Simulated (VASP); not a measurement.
SiC, 2 atoms in the cell. Symmetry: F-43m, No. 216, cubic system. Conventional cell: a = 4.158 Å, b = 4.158 Å, c = 4.158 Å, α = 90.00°, β = 90.00°, γ = 90.00°. Si (site symmetry -43m) has 4 C at 1.80 Å within 2.4 Å. Within 2.4 Å of C (site symmetry -43m) lie 4 Si at 1.80 Å. 

| Property | Result |
| --- | --- |
| Program | VASP 6.6.1 |
| Task | vibrations by perturbation theory |
| Functional | LDA |
| Potentials or basis | VASP PAW LDA potentials, release 64 (Si, C) |
| Cutoff | 520 eV |
| k mesh | 12 × 12 × 12 |
| Occupations | gaussian, width 0.01 eV |
| Spin | no spin polarisation |
| Dipole correction | no |
| Further INCAR settings | ALGO = Normal; EDIFF = 1e-08; IBRION = 8; NSW = 1 |

Potentials or basis: VASP PAW LDA potentials, release 64 (Si, C).

The run is started by

```console
$ cat potpaw_LDA.64/Si/POTCAR potpaw_LDA.64/C/POTCAR > POTCAR
$ mpirun -np 1 vasp_std > vasp.out
```

Hardware: 1 thread of Intel(R) Xeon(R) Platinum 8259CL CPU @ 2.50GHz (Skylake/Cascade Lake) (shared host).

**Question.** Estimate the wall time of this run.

**Answer.** Wall time 3 min on 1 thread of Intel(R) Xeon(R) Platinum 8259CL CPU @ 2.50GHz (Skylake/Cascade Lake), on a shared host, peak memory 0.23 GiB. Counts: scf iterations 118, k points 72.
